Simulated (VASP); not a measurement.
# CdSe (I-4m2) in VASP: further runs, part 2 of 2

VASP 6.6.1. The steps go on from the part before.

### 3 Relaxation of shape and atoms at fixed volume, PBE (27.93 Å³/atom)

This run uses another cell than the first one, of 27.93 Å³/atom.

INCAR

```
ALGO = Normal
EDIFF = 1E-6
EDIFFG = -0.01
ENCUT = 600
GGA = PE
IBRION = 2
ISIF = 4
ISMEAR = 0
LASPH = True
LCHARG = False
LREAL = False
LWAVE = False
NELM = 80
NSW = 50
PREC = Accurate
SIGMA = 0.02
```

KPOINTS

```
k-points
0
Gamma
  12 12 12
```

POSCAR

```
CdSe
1.0
   -2.1462654770      2.1462654770      3.0320037252
    2.1462654770     -2.1462654770      3.0320037252
    2.1462654770      2.1462654770     -3.0320037252
Cd Se
1 1
Direct
    0.0000000000      0.0000000000      0.0000000000
    0.2500000000      0.7500000000      0.5000000000
```

Potentials or basis: VASP PAW PBE potentials, release 64 (Cd, Se).

Started as:

```
cat potpaw_PBE.64/Cd/POTCAR potpaw_PBE.64/Se/POTCAR > POTCAR
mpirun -np 1 vasp_std > vasp.out
```

OUTCAR:

```text
EDIFF = 1E-6
   EDIFFG = -0.01
   ENCUT = 600
   GGA = PE
   IBRION = 2
   ISIF = 4
   ISMEAR = 0
   LASPH = True
   LREAL = False
   NELM = 80
   NSW = 50
   PREC = Accurate

 ion  position               nearest neighbor table
   1  0.000  0.000  0.000-   2 2.63   2 2.63   2 2.63   2 2.63
   2  0.250  0.750  0.500-   1 2.63   1 2.63   1 2.63   1 2.63

  LATTYP: Found a body centered tetragonal cell.
 ALAT       =     4.2925309540
 C/A-ratio  =     1.4126881123

  Lattice vectors:

 A1 = (  -2.1462654770,   2.1462654770,   3.0320037252)
[... 575 lines left out ...]
  Direction    XX          YY          ZZ          XY          YZ          ZX
  --------------------------------------------------------------------------------------
  -------------------------------------------------------------------------------------
  Total        1.2337652      1.2337652      1.2389407      0.0000000     -0.0000000      0.0000000
  in kB       35.3823356     35.3823356     35.5307598      0.0000000     -0.0000000      0.0000000
  external PRESSURE =      35.4318103 kB  Pullay stress =       0.0000000 kB

 VOLUME and BASIS-vectors are now :
 -----------------------------------------------------------------------------
  energy-cutoff  :      600.00
  volume of cell :       55.87
      direct lattice vectors                 reciprocal lattice vectors
    -2.146265477  2.146265477  3.032003725     0.000000000  0.232962793  0.164907449
     2.146265477 -2.146265477  3.032003725     0.232962793  0.000000000  0.164907449
     2.146265477  2.146265477 -3.032003725     0.232962793  0.232962793  0.000000000

 POSITION                                       TOTAL-FORCE (eV/Angst)
 -----------------------------------------------------------------------------------
      0.00000      0.00000      0.00000         0.000000     -0.000000      0.000000
      2.14627      0.00000      1.51600        -0.000000      0.000000     -0.000000
 -----------------------------------------------------------------------------------
    total drift:                                0.000000     -0.000000     -0.000000

  FREE ENERGIE OF THE ION-ELECTRON SYSTEM (eV)
  ---------------------------------------------------
  free  energy   TOTEN  =        -5.4590138407 eV

  energy  without entropy=       -5.4590138407  energy(sigma->0) =       -5.45901384

 reached required accuracy - stopping structural energy minimisation
```

OSZICAR:

```text
N       E                     dE             d eps       ncg     rms          rms(c)
DAV:   1     0.118879319177E+03    0.11888E+03   -0.97239E+03  4270   0.140E+03
DAV:   2    -0.625797740042E+00   -0.11951E+03   -0.11421E+03  4823   0.306E+02
DAV:   3    -0.580341670585E+01   -0.51776E+01   -0.51606E+01  4983   0.658E+01
DAV:   4    -0.583256489349E+01   -0.29148E-01   -0.29144E-01  4653   0.494E+00
DAV:   5    -0.583274345151E+01   -0.17856E-03   -0.17856E-03  5078   0.352E-01    0.632E+00
DAV:   6    -0.547955337364E+01    0.35319E+00   -0.66392E-01  5625   0.110E+01    0.495E+00
DAV:   7    -0.545801175173E+01    0.21542E-01   -0.16826E-01  4703   0.315E+00    0.214E+00
DAV:   8    -0.545880144774E+01   -0.78970E-03   -0.15699E-02  4463   0.189E+00    0.248E-01
DAV:   9    -0.545891110268E+01   -0.10965E-03   -0.21658E-03  5073   0.724E-01    0.518E-02
DAV:  10    -0.545897177387E+01   -0.60671E-04   -0.25604E-04  4398   0.244E-01    0.454E-02
DAV:  11    -0.545901479295E+01   -0.43019E-04   -0.78481E-05  4333   0.720E-02    0.131E-02
DAV:  12    -0.545901384065E+01    0.95230E-06   -0.90983E-06  5163   0.465E-02
   1 F= -.54590138E+01 E0= -.54590138E+01  d E =-.545901E+01
```

CONTCAR:

```text
CdSe
   1.00000000000000
    -2.1462654770000000    2.1462654770000000    3.0320037252000001
     2.1462654770000000   -2.1462654770000000    3.0320037252000001
     2.1462654770000000    2.1462654770000000   -3.0320037252000001
  Cd              Se
     1     1
Direct
     0.0000000000000000    0.0000000000000000    0.0000000000000000
     0.2500000000000000    0.7500000000000000    0.5000000000000000

  0.00000000E+00  0.00000000E+00  0.00000000E+00
  0.00000000E+00  0.00000000E+00  0.00000000E+00
```

Run time: 2.3 min. Hardware: 1 thread of Intel Xeon Platinum 8375C at 2.90GHz (Ice Lake), shared host; peak memory 0.32 GiB.

Results:

| Quantity | Value |
| --- | --- |
| Free energy | -5.4590 eV |
| Pressure after relaxing | 3.5 GPa |
| Band gap on the k mesh | 0.62 eV |

Final structure:
```
Cd Se
1.0
    -2.14627    2.14627    3.03200
     2.14627   -2.14627    3.03200
     2.14627    2.14627   -3.03200
Cd Se
1 1
Direct
  0.00000 0.00000 0.00000
  0.25000 0.75000 0.50000
```

Caveat: semilocal functionals underestimate gaps, and a narrow one can read as zero.

### 4 Relaxation of shape and atoms at fixed volume, PBE (28.83 Å³/atom)

This run uses another cell than the first one, of 28.83 Å³/atom.

INCAR

```
SYSTEM = CdSe
  PREC = Accurate
  ENCUT = 600
  EDIFF = 1E-6
  ISMEAR = 0
  SIGMA = 0.02
  LREAL = .False.
  LASPH = .True.
  NELM = 100
  ALGO = Normal
  ISIF = 4
  LWAVE = .False.
  LCHARG = .False.
  GGA = PE
  IBRION = 2
  NSW = 50
  EDIFFG = -0.01
```

KPOINTS

```
regular mesh
0
Gamma
  12 12 12
  0 0 0
```

POSCAR

```
CdSe
1.0
   -2.1688594055      2.1688594055      3.0639218994
    2.1688594055     -2.1688594055      3.0639218994
    2.1688594055      2.1688594055     -3.0639218994
Cd Se
1 1
Direct
    0.0000000000      0.0000000000      0.0000000000
    0.2500000000      0.7500000000      0.5000000000
```

Potentials or basis: VASP PAW PBE potentials, release 64 (Cd, Se).

Started as:

```
cat potpaw_PBE.64/Cd/POTCAR potpaw_PBE.64/Se/POTCAR > POTCAR
mpirun -np 1 vasp_std > vasp.out
```

OUTCAR:

```text
SYSTEM = CdSe
   PREC = Accurate
   ENCUT = 600
   EDIFF = 1E-6
   ISMEAR = 0
   LREAL = .False.
   LASPH = .True.
   NELM = 100
   ISIF = 4
   GGA = PE
   IBRION = 2
   NSW = 50
   EDIFFG = -0.01

 ion  position               nearest neighbor table
   1  0.000  0.000  0.000-   2 2.66   2 2.66   2 2.66   2 2.66
   2  0.250  0.750  0.500-   1 2.66   1 2.66   1 2.66   1 2.66

  LATTYP: Found a body centered tetragonal cell.
 ALAT       =     4.3377188110
[... 567 lines left out ...]
      8      -0.5270      2.00000
      9      -0.2653      2.00000
     10       4.0509      0.00000
     11       6.1111      0.00000
     12       7.4953      0.00000
     13       8.0122      0.00000

 [... further k-points ...]
[... 5 lines left out ...]
  --------------------------------------------------------------------------------------
  -------------------------------------------------------------------------------------
  Total        0.6230265      0.6230265      0.6290686      0.0000000      0.0000000      0.0000000
  in kB       17.3147658     17.3147658     17.4826836      0.0000000      0.0000000      0.0000000
  external PRESSURE =      17.3707384 kB  Pullay stress =       0.0000000 kB

 VOLUME and BASIS-vectors are now :
 -----------------------------------------------------------------------------
  energy-cutoff  :      600.00
  volume of cell :       57.65
      direct lattice vectors                 reciprocal lattice vectors
    -2.168859406  2.168859406  3.063921899     0.000000000  0.230535921  0.163189538
     2.168859406 -2.168859406  3.063921899     0.230535921  0.000000000  0.163189538
     2.168859406  2.168859406 -3.063921899     0.230535921  0.230535921  0.000000000

 POSITION                                       TOTAL-FORCE (eV/Angst)
 -----------------------------------------------------------------------------------
      0.00000      0.00000      0.00000         0.000000     -0.000000     -0.000000
      2.16886      0.00000      1.53196        -0.000000      0.000000      0.000000
 -----------------------------------------------------------------------------------
    total drift:                               -0.000000      0.000000      0.000000

  FREE ENERGIE OF THE ION-ELECTRON SYSTEM (eV)
  ---------------------------------------------------
  free  energy   TOTEN  =        -5.4884820176 eV

  energy  without entropy=       -5.4884820176  energy(sigma->0) =       -5.48848202

 reached required accuracy - stopping structural energy minimisation
```

OSZICAR:

```text
N       E                     dE             d eps       ncg     rms          rms(c)
DAV:   1     0.117515549289E+03    0.11752E+03   -0.96493E+03  4294   0.139E+03
DAV:   2    -0.573027609981E+00   -0.11809E+03   -0.11294E+03  4803   0.303E+02
DAV:   3    -0.583537787591E+01   -0.52624E+01   -0.52444E+01  5013   0.658E+01
DAV:   4    -0.586662318860E+01   -0.31245E-01   -0.31241E-01  4678   0.500E+00
DAV:   5    -0.586681322453E+01   -0.19004E-03   -0.19003E-03  5038   0.360E-01    0.590E+00
DAV:   6    -0.550816890358E+01    0.35864E+00   -0.67760E-01  5578   0.107E+01    0.468E+00
DAV:   7    -0.548742449656E+01    0.20744E-01   -0.16126E-01  4693   0.306E+00    0.206E+00
DAV:   8    -0.548823526272E+01   -0.81077E-03   -0.14515E-02  4483   0.180E+00    0.239E-01
DAV:   9    -0.548837307772E+01   -0.13781E-03   -0.20708E-03  5038   0.685E-01    0.479E-02
DAV:  10    -0.548843660556E+01   -0.63528E-04   -0.24331E-04  4468   0.233E-01    0.455E-02
DAV:  11    -0.548848289788E+01   -0.46292E-04   -0.86266E-05  4328   0.752E-02    0.144E-02
DAV:  12    -0.548848140896E+01    0.14889E-05   -0.95589E-06  5066   0.461E-02    0.520E-03
DAV:  13    -0.548848201756E+01   -0.60860E-06   -0.23737E-06  4254   0.129E-02
   1 F= -.54884820E+01 E0= -.54884820E+01  d E =-.548848E+01
```

Wall time 2.7 min (1 thread of Intel Xeon Platinum 8375C at 2.90GHz (Ice Lake), shared host); peak memory 0.33 GiB.

What came out:

| Quantity | Value |
| --- | --- |
| Free energy | -5.4885 eV |
| Pressure after relaxing | 1.7 GPa |
| Band gap on the k mesh | 0.56 eV |

Final structure:
```xyz
2
Lattice="-2.1689 2.1689 3.0639 2.1689 -2.1689 3.0639 2.1689 2.1689 -3.0639" Properties=species:S:1:pos:R:3 pbc="T T T"
Cd    0.0000    0.0000    0.0000
Se    2.1689    0.0000    1.5320
```

Caveat: semilocal functionals underestimate gaps, and a narrow one can read as zero.

### 5 Overview

| cell | gap on the mesh (eV) | pressure (GPa) |
| --- | --- | --- |
| relaxed from a = 4.244 Å, angles 120.0, 120.0, 90.1°, 2 atoms | 0.69 | 5.7 |
| relaxed from a = 4.290 Å, angles 120.0, 120.0, 90.1°, 2 atoms | 0.62 | 3.5 |
| relaxed from a = 4.335 Å, angles 120.0, 120.0, 90.1°, 2 atoms | 0.56 | 1.7 |

Alike in all rows: task relaxation of shape and atoms at fixed volume; level PBE; potentials or basis VASP PAW PBE potentials, release 64 (Cd, Se); no spin polarisation; k mesh 12 × 12 × 12; cutoff (eV) 600; smearing gaussian 0.02 eV.

Caveats: semilocal functionals underestimate gaps, and a narrow one can read as zero.

Absolute energies hang on the potentials; compare differences alone.
